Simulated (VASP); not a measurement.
Input of a VASP 6.6.1 run:

The input INCAR:

```
PREC = Accurate
ENCUT = 520
EDIFF = 1E-6
ISMEAR = 0
SIGMA = 0.05
LREAL = F
LASPH = T
NELM = 60
ALGO = Normal
ISIF = 2
LWAVE = F
LCHARG = F
GGA = PE
IVDW = 12
NBANDS = 49
```

File KPOINTS:

```
regular mesh
0
Gamma
  9 9 2
```

Contents of POSCAR:

```
SnO2
1.0
   -3.2372529198      0.0000000000      0.0000000000
   -1.6186264599     -2.8035432670      0.0000000000
   -1.4567638139     -0.8410629802     15.6754773976
Sn O
3 6
Direct
    0.5434642159      0.5434642159      0.4106748359
    0.9589352543     -0.0410647457      0.1368824855
    0.1279931775      0.1279931775      0.6844671862
    0.6066445341      0.6066445341      0.2000737752
    0.7757024572     -0.2242975428      0.7476584759
    0.1911734957      0.1911734957      0.4738661255
    0.4802838977      0.4802838977      0.6212758966
    0.8957549361     -0.1042450639      0.3474835462
    0.3112259746      0.3112259746      0.0736911959
```

Potentials or basis: VASP PAW PBE potentials, release 64 (Sn_d, O).

Launch:

```sh
$ cat potpaw_PBE.64/Sn_d/POTCAR potpaw_PBE.64/O/POTCAR > POTCAR
$ mpirun -np 1 vasp_std > vasp.out
```

(1) Predict the band gap on the k mesh.

(2) Estimate the pressure.

(3) Estimate the dispersion energy per atom.

(4) What does it give for the largest force?

Answers

(1) 1.93 eV, indirect (least direct gap 2.10 eV).

(2) 0.4 GPa.

(3) -0.175 eV.

(4) 0.247 eV/Å.

Caveat: spin-orbit coupling is left out, which moves the levels of the heavy elements.
